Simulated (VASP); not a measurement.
# Cd (P6_3/mmc) in VASP: notebook

The runs below take Cd through single point, with PBE.

Everything below comes from runs of VASP 6.6.1. Logs are shortened: lines on timing, memory, paths and dates and some standing lists are left out, and cuts for length are marked.

## (1) The cell of the first run

Symmetry: P6_3/mmc, No. 194, hexagonal system. The conventional cell has a = 3.031 Å, b = 3.031 Å, c = 10.861 Å, α = 90.00°, β = 90.00°, γ = 120.00°. Cd (site symmetry -3m) has 12 Cd at 3.03 to 3.23 Å within 4.0 Å. Within 4.0 Å of Cd (site symmetry -6m2) lie 12 Cd at 3.03 to 3.23 Å.

## (2) Single point, PBE

Input file INCAR:

```
SYSTEM = Cd
ALGO     = Normal         ! electronic algorithm
EDIFF    = 1E-6           ! SCF threshold, eV
ENCUT    = 520            ! plane-wave cutoff, eV
GGA      = PE             ! functional
ISIF     = 2              ! what is computed and relaxed
ISMEAR   = -1             ! smearing method
LASPH    = .TRUE.         ! aspherical terms in the spheres
LCHARG   = .FALSE.        ! write CHGCAR
LREAL    = .FALSE.        ! projectors in reciprocal space
LWAVE    = .FALSE.        ! write WAVECAR
NBANDS   = 32             ! bands
NELM     = 100            ! most SCF steps
PREC     = Accurate       ! precision mode
SIGMA    = 0.15           ! smearing width, eV
```

Input file KPOINTS:

```
k-points
0
G
  13 13 4
  0 0 0
```

Input file POSCAR:

```
Cd
1.0
    3.0312066400      0.0000000000      0.0000000000
   -1.5156033200      2.6251015000      0.0000000000
    0.0000000000      0.0000000000     10.8608256976
Cd
4
Direct
    0.0000000000      0.0000000000      0.0000000000
    0.3333333333      0.6666666667      0.2500000000
    0.0000000000      0.0000000000      0.5000000000
    0.6666666667      0.3333333333      0.7500000000
```

Potentials or basis: VASP PAW PBE potentials, release 64 (Cd).

Started as:

```sh
$ cat potpaw_PBE.64/Cd/POTCAR > POTCAR
$ mpirun -np 1 vasp_std > vasp.out
```

OUTCAR:

```text
SYSTEM = Cd
   EDIFF = 1E-6
   ENCUT = 520
   GGA = PE
   ISIF = 2
   ISMEAR = -1
   LASPH = .TRUE.
   LREAL = .FALSE.
   NELM = 100
   PREC = Accurate

 ion  position               nearest neighbor table
   1  0.000  0.000  0.000-   2 3.23   4 3.23   4 3.23   2 3.23   4 3.23   2 3.23
   2  0.333  0.667  0.250-   1 3.23   3 3.23   1 3.23   3 3.23   1 3.23   3 3.23
   3  0.000  0.000  0.500-   2 3.23   4 3.23   4 3.23   2 3.23   4 3.23   2 3.23
   4  0.667  0.333  0.750-   1 3.23   3 3.23   1 3.23   3 3.23   1 3.23   3 3.23

  LATTYP: Found a hexagonal cell.
 ALAT       =     3.0312066400
 C/A-ratio  =     3.5830040599

  Lattice vectors:

 A1 = (   3.0312066400,   0.0000000000,   0.0000000000)
 A2 = (  -1.5156033200,   2.6251015000,   0.0000000000)
 A3 = (   0.0000000000,   0.0000000000,  10.8608256976)

Analysis of symmetry for initial positions (statically):
=====================================================================
 Subroutine PRICEL returns:
 Original cell was already a primitive cell.

 Routine SETGRP: Setting up the symmetry group for a
 hexagonal supercell.

 Subroutine GETGRP returns: Found 24 space group operations
 (whereof 12 operations were pure point group operations)
 out of a pool of 24 trial point group operations.

The static configuration has the point symmetry D_3d.
 The point group associated with its full space group is D_6h.

Analysis of symmetry for dynamics (positions and initial velocities):
=====================================================================
 Subroutine PRICEL returns:
 Original cell was already a primitive cell.

 Routine SETGRP: Setting up the symmetry group for a
 hexagonal supercell.

 Subroutine GETGRP returns: Found 24 space group operations
 (whereof 12 operations were pure point group operations)
 out of a pool of 24 trial point group operations.

The dynamic configuration has the point symmetry D_3d.
 The point group associated with its full space group is D_6h.

 Subroutine INISYM returns: Found 24 space group operations
 (whereof 12 operations are pure point group operations),
 and found     1 'primitive' translations

----------------------------------------------------------------------------------------

                                     Primitive cell

  volume of cell :      86.4220

  direct lattice vectors                    reciprocal lattice vectors
     3.031206640  0.000000000  0.000000000     0.329901626  0.190468826  0.000000000
    -1.515603320  2.625101500  0.000000000     0.000000000  0.380937651  0.000000000
     0.000000000  0.000000000 10.860825698     0.000000000  0.000000000  0.092074031

  length of vectors
     3.031206640  3.031206247 10.860825698     0.380937602  0.380937651  0.092074031

  position of ions in fractional coordinates (direct lattice)
     0.000000000  0.000000000  0.000000000
     0.333333333  0.666666667  0.250000000
     0.000000000  0.000000000  0.500000000
     0.666666667  0.333333333  0.750000000

  ion indices of the primitive-cell ions
   primitive index   ion index
                 1           1
                 2           2
                 3           3
                 4           4

----------------------------------------------------------------------------------------

 KPOINTS: k-points

Automatic generation of k-mesh.
 Grid dimensions read from file:
 generate k-points for:   13   13    4

 Generating k-lattice:

  Cartesian coordinates                     Fractional coordinates (reciprocal lattice)
     0.025377048  0.014651448  0.000000000     0.076923077  0.000000000  0.000000000
     0.000000000  0.029302896  0.000000000     0.000000000  0.076923077  0.000000000
     0.000000000  0.000000000  0.023018508     0.000000000  0.000000000  0.250000000

  Length of vectors
     0.029302892  0.029302896  0.023018508

  Shift w.r.t. Gamma in fractional coordinates (k-lattice)
     0.000000000  0.000000000  0.000000000

 Subroutine IBZKPT returns following result:
 ===========================================

 Found     63 irreducible k-points:

 Following reciprocal coordinates:
            Coordinates               Weight
  0.000000  0.000000  0.000000      1.000000
  0.076923  0.000000  0.000000      6.000000
  0.153846  0.000000  0.000000      6.000000
  0.230769  0.000000  0.000000      6.000000
  0.307692  0.000000  0.000000      6.000000
  0.384615 -0.000000  0.000000      6.000000
[... 16 lines left out ...]
  0.076923  0.000000  0.250000     12.000000
  0.153846  0.000000  0.250000     12.000000
 [... further k-points ...]
   k-points           NKPTS =     63   k-points in BZ     NKDIM =     63   number of bands    NBANDS=     32
   number of dos      NEDOS =    301   number of ions     NIONS =      4
   total plane-waves  NPLWV =  48384
   dimension x,y,z NGX =    24 NGY =   24 NGZ =   84
   dimension x,y,z NGXF=    48 NGYF=   48 NGZF=  168
   ions per type =               4
   NGX,Y,Z   is equivalent  to a cutoff of  13.16, 13.16, 12.86 a.u.
   NGXF,Y,Z  is equivalent  to a cutoff of  26.33, 26.33, 25.72 a.u.
 SYSTEM =  Cd
   PREC   = accura    normal or accurate (medium, high low for compatibility)
   ISTART =      0    job   : 0-new  1-cont  2-samecut
   ICHARG =      2    charge: 1-file 2-atom 10-const
   ISPIN  =      1    spin polarized calculation?
   LNONCOLLINEAR =      F non collinear calculations
   LSORBIT =      F    spin-orbit coupling
   LASPH  =      T    aspherical Exc in radial PAW
   ENCUT  =  520.0 eV  38.22 Ry    6.18 a.u.   5.64  5.64 20.19*2*pi/ulx,y,z
   NELM   =    100;   NELMIN=  2; NELMDL= -5     # of ELM steps
   EDIFF  = 0.1E-05   stopping-criterion for ELM
   LREAL  =      F    real-space projection
   EDIFFG = 0.1E-04   stopping-criterion for IOM
   NSW    =      0    number of steps for IOM
   IBRION =     -1    ionic relax: 0-MD 1-quasi-New 2-CG
   NFREE  =      0    steps in history (QN), initial steepest desc. (CG)
   ISIF   =      2    stress and relaxation
   ISYM   =      2    0-nonsym 1-usesym 2-fastsym
   POTIM  = 0.5000    time-step for ionic-motion
   TEBEG  =    0.0;   TEEND  =   0.0 temperature during run
   PSTRESS=    0.0 pullay stress
   NELECT =      48.0000    total number of electrons
   NUPDOWN=      -1.0000    fix difference up-down
   EMIN   =  10.00;   EMAX   =-10.00  energy-range for DOS
   EFERMI =   0.00;   METHOD = LEGACY
   ISMEAR =    -1;   SIGMA  =   0.15  broadening in eV -4-tet -1-fermi 0-gaus
   EFERMI_NEDOS =   21; number of points for ismear=-14 and -15
   IALGO  =     38    algorithm
   IMIX   =      4    mixing-type and parameters
     AMIX     =   0.40;   BMIX     =  1.00
     AMIX_MAG =   1.60;   BMIX_MAG =  1.00
  volume/ion in A,a.u.               =      21.61       145.80
  Fermi-wavevector in a.u.,A,eV,Ry     =   1.345696  2.542997 24.638773  1.810899
  Thomas-Fermi vector in A             =   2.473588
   LORBIT       =      0    0 simple, 1 ext, 2 COOP (PROOUT), +10 PAW based schemes
   GGA     = PE    functional components
   LHFCALC =     F    Hartree Fock is set to
   AEXX    =    0.0000 exact exchange contribution
   IVDW    =     0    specifies the selected vdW correction
   LEPSILON=     F    determine dielectric tensor
   LRPA    =     F    only Hartree local field effects (RPA)
 non-spin polarized calculation
  energy-cutoff  :      520.00
  volume of cell :       86.42
 maximum number of plane-waves:      2356
 NGX is ok and might be reduce to    24
   NGX = 11   NGY = 11   NGZ = 41

 number of electron      47.9999983 magnetization

 Free energy of the ion-electron system (eV)
  ---------------------------------------------------
  ext. energy  EPLUGINS =         0.00000000
  ---------------------------------------------------
  free energy    TOTEN  =        -2.97518362 eV

  energy without entropy =       -2.88465928  energy(sigma->0) =       -2.92992145

 E-fermi :   2.9859     XC(G=0): -11.0368

 val. band max:        2.9367618660   @ k =   0.3077   0.3077   0.0000
 cond. band min:       3.0016848658   @ k =   0.3077   0.3077   0.0000
 fundamental gap:      0.0649229999
 Fermi energy:         2.9858830447

 k-point     1 :       0.0000    0.0000    0.0000
  band No.  band energies     occupation
      1      -6.8396      2.00000
      2      -6.6683      2.00000
      3      -6.6679      2.00000
      4      -6.4939      2.00000
      5      -6.2628      2.00000
      6      -6.2628      2.00000
[... 24 lines left out ...]
     31      16.9965      0.00000
     32      17.3290      0.00000

 k-point     2 :       0.0769    0.0000    0.0000
  band No.  band energies     occupation
      1      -6.7857      2.00000
      2      -6.6201      2.00000
      3      -6.6154      2.00000
      4      -6.4524      2.00000
      5      -6.2849      2.00000
      6      -6.2683      2.00000
[... 24 lines left out ...]
     31      16.0079      0.00000
     32      16.0128      0.00000

 k-point     3 :       0.1538    0.0000    0.0000
  band No.  band energies     occupation
      1      -6.6800      2.00000
      2      -6.5441      2.00000
      3      -6.5269      2.00000
      4      -6.3858      2.00000
      5      -6.3245      2.00000
      6      -6.3096      2.00000
[... 24 lines left out ...]
     31      14.4376      0.00000
     32      15.6006      0.00000

 k-point     4 :       0.2308    0.0000    0.0000
  band No.  band energies     occupation
      1      -6.7007      2.00000
      2      -6.5696      2.00000
      3      -6.5602      2.00000
      4      -6.4560      2.00000
      5      -6.3804      2.00000
      6      -6.3336      2.00000
[... 654 lines left out ...]
     31      17.0678      0.00000
     32      17.1948      0.00000

 k-point    23 :       0.0769    0.0000    0.2500
  band No.  band energies     occupation
      1      -6.7730      2.00000
      2      -6.6823      2.00000
      3      -6.5534      2.00000
      4      -6.4645      2.00000
      5      -6.2793      2.00000
      6      -6.2649      2.00000
[... 24 lines left out ...]
     31      16.0119      0.00000
     32      16.5708      0.00000

 k-point    24 :       0.1538    0.0000    0.2500
  band No.  band energies     occupation
      1      -6.6689      2.00000
      2      -6.5910      2.00000
      3      -6.4807      2.00000
      4      -6.3998      2.00000
      5      -6.3270      2.00000
      6      -6.3190      2.00000
[... 24 lines left out ...]
     31      14.4490      0.00000
     32      14.5388      0.00000

 [... further k-points ...]

------------------------ aborting loop because EDIFF is reached ----------------------------------------

  FORCE on cell =-STRESS in cart. coord.  units (eV):
  Direction    XX          YY          ZZ          XY          YZ          ZX
  --------------------------------------------------------------------------------------
  -------------------------------------------------------------------------------------
  Total        1.5153003      1.5152998      1.8191035      0.0000000      0.0000000      0.0000000
  in kB       28.0921385     28.0921288     33.7243428      0.0000000      0.0000000      0.0000000
  external PRESSURE =      29.9695367 kB  Pullay stress =       0.0000000 kB

 VOLUME and BASIS-vectors are now :
 -----------------------------------------------------------------------------
  energy-cutoff  :      520.00
  volume of cell :       86.42
      direct lattice vectors                 reciprocal lattice vectors
     3.031206640  0.000000000  0.000000000     0.329901626  0.190468826  0.000000000
    -1.515603320  2.625101500  0.000000000     0.000000000  0.380937651  0.000000000
     0.000000000  0.000000000 10.860825698     0.000000000  0.000000000  0.092074031

 POSITION                                       TOTAL-FORCE (eV/Angst)
 -----------------------------------------------------------------------------------
      0.00000      0.00000      0.00000        -0.000000      0.000000     -0.000000
     -0.00000      1.75007      2.71521         0.000000     -0.000000     -0.000000
      0.00000      0.00000      5.43041        -0.000000      0.000000     -0.000000
      1.51560      0.87503      8.14562         0.000000      0.000000      0.000000
 -----------------------------------------------------------------------------------
    total drift:                               -0.000000      0.000000      0.000000

  FREE ENERGIE OF THE ION-ELECTRON SYSTEM (eV)
  ---------------------------------------------------
  free  energy   TOTEN  =        -2.9751836201 eV

  energy  without entropy=       -2.8846592776  energy(sigma->0) =       -2.92992145
```

Run time: 70 s. Hardware: 1 thread of AMD EPYC 9R45 (Zen 5), shared host; peak memory 0.25 GiB.

What came out:

| Item | Value |
| --- | --- |
| Free energy | -2.9752 eV |
| Pressure | 3.0 GPa |
| Band gap on the k mesh | zero (bands 24 and 25 overlap by 3.28 eV) |

(Part 1 of 2 ends here.)

The gap in the log of VASP goes by the Fermi energy; the results here count the filled bands.